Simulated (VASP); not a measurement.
# TaV (Cmmm) in VASP: a series of runs, part 2 of 2

VASP 6.6.1.

### Step 5. Relaxation of cell and atoms, LDA, collinear spin, ferromagnetic start

This run uses another cell than the first one, of 16.10 Å³/atom.

The input, INCAR:

```
PREC = Accurate
ENCUT = 600
EDIFF = 1E-6
ISMEAR = -1
SIGMA = 0.05
LREAL = F
LASPH = T
NELM = 150
ALGO = Normal
ISIF = 3
LWAVE = F
LCHARG = F
ISPIN = 2
MAGMOM = 0 2
LORBIT = 11
LMAXMIX = 4
GGA = CA
IBRION = 2
NSW = 80
EDIFFG = -0.01
```

The input, KPOINTS:

```
regular mesh
0
Gamma
  7 7 5
```

The input, POSCAR:

```
TaV
1.0
    1.6067000000     -2.3077750000      0.0000000000
    1.6067000000      2.3077750000      0.0000000000
    0.0000000000      0.0000000000      4.3413610000
Ta V
1 1
Direct
    0.0000000000      0.0000000000      0.0000000000
    0.5000000000      0.5000000000      0.5000000000
```

Potentials or basis: VASP PAW LDA potentials, release 64 (Ta_pv, V_sv).

On the command line:

```
$ cat potpaw_LDA.64/Ta_pv/POTCAR potpaw_LDA.64/V_sv/POTCAR > POTCAR
$ mpirun -np 1 vasp_std > vasp.out
```

OUTCAR:

```text
PREC = Accurate
   ENCUT = 600
   EDIFF = 1E-6
   ISMEAR = -1
   LREAL = F
   LASPH = T
   NELM = 150
   ISIF = 3
   ISPIN = 2
   LORBIT = 11
   GGA = CA
   IBRION = 2
   NSW = 80
   EDIFFG = -0.01

 ion  position               nearest neighbor table
   1  0.000  0.000  0.000-   2 2.70   2 2.70   2 2.70   2 2.70   2 3.17   2 3.17   2 3.17   2 3.17

   2  0.500  0.500  0.500-   1 2.70   1 2.70   1 2.70   1 2.70   1 3.17   1 3.17   1 3.17   1 3.17

  LATTYP: Found a base centered orthorhombic cell.
 ALAT       =     3.2134000000
 B/A-ratio  =     1.4363446816
 C/A-ratio  =     1.3510179249

  Lattice vectors:

 A1 = (   1.6067000000,  -2.3077750000,   0.0000000000)
 A2 = (   1.6067000000,   2.3077750000,   0.0000000000)
 A3 = (   0.0000000000,   0.0000000000,   4.3413610000)

Analysis of symmetry for initial positions (statically):
=====================================================================
 Subroutine PRICEL returns:
 Original cell was already a primitive cell.

 Routine SETGRP: Setting up the symmetry group for a
 base centered orthorhombic supercell.

 Subroutine GETGRP returns: Found  8 space group operations
 (whereof  8 operations were pure point group operations)
 out of a pool of  8 trial point group operations.

The static configuration has the point symmetry D_2h.

Analysis of symmetry for dynamics (positions and initial velocities):
=====================================================================
 Subroutine PRICEL returns:
 Original cell was already a primitive cell.

 Routine SETGRP: Setting up the symmetry group for a
 base centered orthorhombic supercell.

 Subroutine GETGRP returns: Found  8 space group operations
 (whereof  8 operations were pure point group operations)
 out of a pool of  8 trial point group operations.

The dynamic configuration has the point symmetry D_2h.

Analysis of structural, dynamic, and magnetic symmetry:
[... 143 lines left out ...]
 spin polarized calculation
  energy-cutoff  :      600.00
  volume of cell :       32.19
 maximum number of plane-waves:      1103
   NGX = 11   NGY = 11   NGZ = 17

--------------------------------------- Ionic step        1  -------------------------------------------

 number of electron      24.0000002 magnetization       0.0223969

 number of electron      24.0000002 magnetization      -0.0005693

 Free energy of the ion-electron system (eV)
  ---------------------------------------------------
  ext. energy  EPLUGINS =         0.00000000
  ---------------------------------------------------
  free energy    TOTEN  =       -22.53447956 eV

  energy without entropy =      -22.50114653  energy(sigma->0) =      -22.51781305

------------------------ aborting loop because EDIFF is reached ----------------------------------------

  FORCE on cell =-STRESS in cart. coord.  units (eV):
  Direction    XX          YY          ZZ          XY          YZ          ZX
  --------------------------------------------------------------------------------------
  -------------------------------------------------------------------------------------
  Total       -2.5481558     -2.3552793     -2.3615795     -0.0000000      0.0000000      0.0000000
  in kB     -126.8096802   -117.2111273   -117.5246579     -0.0000000      0.0000000      0.0000000
  external PRESSURE =    -120.5151552 kB  Pullay stress =       0.0000000 kB
[... 247 lines left out ...]
--------------------------------------- Ionic step        8  -------------------------------------------

 number of electron      23.9999997 magnetization       0.0000021

 Free energy of the ion-electron system (eV)
  ---------------------------------------------------
  ext. energy  EPLUGINS =         0.00000000
  ---------------------------------------------------
  free energy    TOTEN  =       -22.61660380 eV

  energy without entropy =      -22.58892715  energy(sigma->0) =      -22.60276547

 E-fermi :   7.5652     XC(G=0): -13.1971

 val. band max:        7.5647444359   @ k =   0.1429   0.1429   0.2000
 cond. band min:       7.5809839065   @ k =   0.0000   0.0000   0.4000
 fundamental gap:      0.0162394706
 Fermi energy:         7.5651978547

 spin component 1

 k-point     1 :       0.0000    0.0000    0.0000
  band No.  band energies     occupation
      1     -55.2518      1.00000
      2     -29.6347      1.00000
      3     -29.3654      1.00000
      4     -29.2754      1.00000
      5     -25.6058      1.00000
      6     -25.1143      1.00000
[... 459 lines left out ...]
      6     -25.5263      1.00000
[... 9 lines left out ...]
     16      11.2206      0.00000
     17      12.1816      0.00000

 [... further k-points ...]

 spin component 2

 k-point     1 :       0.0000    0.0000    0.0000
  band No.  band energies     occupation
      1     -55.2518      1.00000
      2     -29.6347      1.00000
      3     -29.3654      1.00000
      4     -29.2754      1.00000
      5     -25.6058      1.00000
      6     -25.1143      1.00000
[... 500 lines left out ...]
  FREE ENERGIE OF THE ION-ELECTRON SYSTEM (eV)
  ---------------------------------------------------
  free  energy   TOTEN  =       -22.6166038009 eV

  energy  without entropy=      -22.5889271472  energy(sigma->0) =      -22.60276547

 reached required accuracy - stopping structural energy minimisation

 total charge

# of ion       s       p       d       tot
------------------------------------------
    1        0.409   6.171   2.575   9.154
    2        2.329   6.213   3.133  11.675
--------------------------------------------------
tot          2.738  12.384   5.708  20.829

 magnetization (x)

# of ion       s       p       d       tot
------------------------------------------
    1        0.000   0.000  -0.000  -0.000
    2       -0.000   0.000   0.000   0.000
--------------------------------------------------
tot         -0.000   0.000   0.000   0.000
```

CONTCAR:

```text
TaV
   1.00000000000000
     1.5657759816073422   -2.2661112043605791    0.0000000000000000
     1.5657759816073422    2.2661112043605791    0.0000000000000000
     0.0000000000000000    0.0000000000000000    4.2459897473691877
  Ta              V
     1     1
Direct
     0.0000000000000000    0.0000000000000000    0.0000000000000000
     0.5000000000000000    0.5000000000000000    0.5000000000000000

  0.00000000E+00  0.00000000E+00  0.00000000E+00
  0.00000000E+00  0.00000000E+00  0.00000000E+00
```

It took 4.6 min on 1 thread of Oxide Virtual Turin-like, shared host; peak memory 0.17 GiB.

Results:

```yaml
Free_energy: -22.6166 eV
Relaxed_volume: 15.07 Å³/atom
Relaxed_cell: a = 2.754 Å, b = 2.754 Å, c = 4.246 Å, α = 90.00°, β = 90.00°, γ = 110.71°
Space_group_after_relaxing_to_0.1_Å: Cmmm (No. 65)
Energy_gained_by_relaxing: 41.1 meV/atom
Ionic_steps: 8
Pressure_after_relaxing: 0.0 GPa
Band_gap_on_the_k_mesh: zero (filled and empty bands overlap)
Net_moment: 0.00 μB per cell
Valence_electrons_inside_the_program's_atomic_spheres: Ta 9.15; V 11.68
```

Step by step:
| step | energy change (eV) | largest force (eV/Å) | pressure (GPa) | volume (Å³) |
| --- | --- | --- | --- | --- |
| 1 | 0.0000 | 0.0000 | -12.05 | 32.19 |
| 2 | 0.1924 | 0.0000 | 29.39 | 26.88 |
| 3 | -0.0818 | 0.0000 | -0.31 | 30.21 |
| 4 | -0.0819 | 0.0000 | -0.26 | 30.17 |
| 5 | -0.0813 | 0.0000 | 1.14 | 29.97 |
| 6 | -0.0819 | 0.0000 | 0.02 | 30.13 |
| 7 | -0.0821 | 0.0000 | 0.04 | 30.13 |
| 8 | -0.0821 | 0.0000 | 0.05 | 30.13 |

Final structure:
```
CELL_PARAMETERS angstrom
1.56578 -2.26611 0.00000
1.56578 2.26611 0.00000
0.00000 0.00000 4.24599
ATOMIC_POSITIONS crystal
Ta 0.00000 0.00000 0.00000
V 0.50000 0.50000 0.50000
```

Caveat: the moments typed at the start vanished in this run; spin-orbit coupling is left out, which moves the levels of the heavy elements.

### Step 6. Summary

| task | level | potentials or basis | cell | cutoff (eV) | gap on the mesh (eV) | pressure (GPa) | moment (μB) |
| --- | --- | --- | --- | --- | --- | --- | --- |
| single point | revPBE | VASP PAW PBE potentials, release 64 (Ta_pv, V_sv) | a = 2.825, b = 2.825, c = 4.354 Å, angles 90.0, 90.0, 110.1°, 2 atoms | 520 | none | 0.2 | 0.53 |
| single point | RPBE | VASP PAW PBE potentials, release 64 (Ta_pv, V_sv) | a = 2.831, b = 2.831, c = 4.362 Å, angles 90.0, 90.0, 110.0°, 2 atoms | 520 | none | 0.2 | 0.55 |
| single point | BLYP | VASP PAW PBE potentials, release 64 (Ta_pv, V_sv) | a = 2.850, b = 2.850, c = 4.359 Å, angles 90.0, 90.0, 110.7°, 2 atoms | 520 | none | 0.6 | 0.28 |
| relaxation of cell and atoms | LDA | VASP PAW LDA potentials, release 64 (Ta_pv, V_sv) | relaxed from a = 2.812, b = 2.812, c = 4.341 Å, angles 90.0, 90.0, 110.3°, 2 atoms | 600 | none | 0.0 | 0.00 |

Alike in all rows: spin collinear, ferromagnetic start; k mesh 7 × 7 × 5; smearing fermi-dirac 0.05 eV.

Caveats: spin-orbit coupling is left out, which moves the levels of the heavy elements; the PAW data sets were made with another functional, which shifts forces and pressure a little (at least some runs); a moment this small can come from the mesh or the smearing (at least some runs); the moments typed at the start vanished in this run (at least some runs).

Total energies depend on the potentials used, so only differences within one code and one set of settings carry meaning.
